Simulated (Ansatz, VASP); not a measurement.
**InSb3 in VASP and in Ansatz**

INCAR

```
ALGO = Normal
EDIFF = 1E-6
ENCUT = 500
GGA = PS
GGA_COMPAT = False
ISIF = 2
ISMEAR = 0
IVDW = 12
LASPH = True
LCHARG = False
LREAL = False
LWAVE = False
NBANDS = 22
NELM = 120
PREC = Accurate
SIGMA = 0.1
```

KPOINTS

```
k-points
0
Gamma
  10 10 10
```

POSCAR

```
InSb3
1.0
    0.0000000000      3.6620664039      3.6620664039
    3.6620664039      0.0000000000      3.6620664039
    3.6620664039      3.6620664039      0.0000000000
In Sb
1 3
Direct
    0.0000000000      0.0000000000      0.0000000000
    0.2500000000      0.2500000000      0.2500000000
    0.7500000000      0.7500000000      0.7500000000
    0.5000000000      0.5000000000      0.5000000000
```

Input for Ansatz:

```yaml
crystal:
  lattice:
    - [0.0, 3.6620664039, 3.6620664039]
    - [3.6620664039, 0.0, 3.6620664039]
    - [3.6620664039, 3.6620664039, 0.0]
  atoms:
    - { symbol: In, position: [0.0, 0.0, 0.0] }
    - { symbol: Sb, position: [0.25, 0.25, 0.25] }
    - { symbol: Sb, position: [0.75, 0.75, 0.75] }
    - { symbol: Sb, position: [0.5, 0.5, 0.5] }
basis:
  ecutwfc: 420
kpoints:
  mp_grid: { grid: [10, 10, 10] }
  band_path:
    path:
      - [[0.0, 0.0, 0.0], [0.5, 0.0, 0.5], [0.625, 0.25, 0.625]]
      - [[0.375, 0.375, 0.75], [0.0, 0.0, 0.0], [0.5, 0.5, 0.5], [0.5, 0.25, 0.75], [0.5, 0.0, 0.5]]
    npoints: 14
hamiltonian:
  xc: pbesol
  dispersion: d3bj
scf:
  occupations: { method: gaussian, width: 0.1 }
  n_extra_bands: 10
output:
  forces: true
  stress: true
  eigenvalues: true
  populations: true
  dos: { projected: true, de: 0.02, nscf_kmesh: { grid: [15, 15, 15] } }
  bader: true
  write_density: true
  write_potential: true
  elf: true
  volumetric_format: npy
```

Alike in both runs: task single point; functional PBEsol; dispersion D3(BJ); k mesh 10 × 10 × 10; occupations gaussian, width 0.1 eV; no spin polarisation.

```csv
,VASP,Ansatz
version,VASP 6.6.1,Ansatz 0.2.0
potentials or method,"VASP PAW PBE potentials, release 64 (In_d, Sb), cutoff 500 eV","scalar-relativistic, plane waves, PAW"
valence electrons in the cell,28,58
```

```csv
,VASP,Ansatz,Ansatz less VASP
gap on the k mesh at the Fermi level (eV),none,none,-
pressure (GPa),0.0,0.0,-0.03
```

VASP's potentials were made for PBE, not for PBEsol. A gap of «none» marks a metal or a gap that the smearing closes. VASP's potentials hold 28 valence electrons a cell and Ansatz's 58, so a difference there can come from the potentials and not from the codes.

Spin-orbit coupling is off throughout.
